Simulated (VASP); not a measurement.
Here is a VASP 6.6.1 calculation.

The input INCAR:

```
PREC = Accurate ; ENCUT = 520
EDIFF = 1E-6 ; ISMEAR = 0
SIGMA = 0.1 ; LREAL = False
LASPH = True ; NELM = 100
ALGO = Fast ; ISIF = 2
LWAVE = False ; LCHARG = False
GGA = PS ; NBANDS = 31
```

The input KPOINTS:

```
regular mesh
0
Gamma
  10 10 4
```

The input POSCAR:

```
TiAl3
1.0
    3.8537036283      0.0000000000      0.0000000000
    0.0000000000      3.8537036283      0.0000000000
    0.0000000000      0.0000000000      8.5026696520
Ti Al
2 6
Direct
    0.0000000000      0.0000000000      0.0000000000
    0.5000000000      0.5000000000      0.5000000000
    0.5000000000      0.5000000000      0.0000000000
    0.0000000000      0.5000000000      0.2500000000
    0.5000000000      0.0000000000      0.2500000000
    0.0000000000      0.0000000000      0.5000000000
    0.5000000000      0.0000000000      0.7500000000
    0.0000000000      0.5000000000      0.7500000000
```

Potentials or basis: VASP PAW PBE potentials, release 64 (Ti_sv, Al).

Launch:

```sh
$ cat potpaw_PBE.64/Ti_sv/POTCAR potpaw_PBE.64/Al/POTCAR > POTCAR
$ mpirun -np 1 vasp_std > vasp.out
```

**Question.** What does it give for the pressure?

**Answer.** -1.4 GPa.

**Question.** Predict the band gap on the k mesh.

**Answer.** Zero (bands 21 and 22 overlap by 2.10 eV).

Stress tensor (GPa, compression positive):
```
-2.45  0.00  0.00
 0.00 -2.45  0.00
 0.00  0.00  0.59
```

Caveat: the cell differs from its parent crystal (biaxial strain in the a-b plane: +1.0 %); the PAW data sets were made with another functional, which shifts forces and pressure a little.
